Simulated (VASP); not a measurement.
Input of a VASP 6.6.1 run:

File INCAR:

```
PREC = Accurate
ENCUT = 520
EDIFF = 1E-6
ISMEAR = 0
SIGMA = 0.02
LREAL = F
LASPH = T
NELM = 80
ALGO = Normal
ISIF = 2
LWAVE = F
LCHARG = F
GGA = PE
NBANDS = 28
```

The input KPOINTS:

```
Automatic mesh
0
Gamma
  8 8 8
```

The input POSCAR:

```
BaTiO3
1.0
    3.9540392630      0.0000000000      0.0000000000
    0.0000000000      3.9540392630      0.0000000000
    0.0000000000      0.0000000000      4.0127041487
Ba Ti O
1 1 3
Direct
    0.0000000000      0.0000000000      0.0008432595
    0.5000000000      0.5000000000      0.4868592247
    0.5000000000      0.5000000000      0.0234865291
    0.5000000000      0.0000000000      0.5159054933
    0.0000000000      0.5000000000      0.5159054933
```

Potentials or basis: VASP PAW PBE potentials, release 64 (Ba_sv, Ti_sv, O).

Run with:

```bash
$ cat potpaw_PBE.64/Ba_sv/POTCAR potpaw_PBE.64/Ti_sv/POTCAR potpaw_PBE.64/O/POTCAR > POTCAR
$ mpirun -np 1 vasp_std > vasp.out
```

Question: Estimate the largest force.

Answer: 0.045 eV/Å.

Question: Predict the band gap on the k mesh.

Answer: 1.83 eV (least direct gap 2.16 eV).

Forces in eV/Å, atoms in the order of the input:
```
Ba   0.000  0.000  0.027
Ti   0.000  0.000  0.044
O    0.000  0.000 -0.045
O    0.000  0.000 -0.013
O    0.000  0.000 -0.013
```

Caveat: spin-orbit coupling is left out, which moves the levels of the heavy elements. A k mesh can miss the band edges.
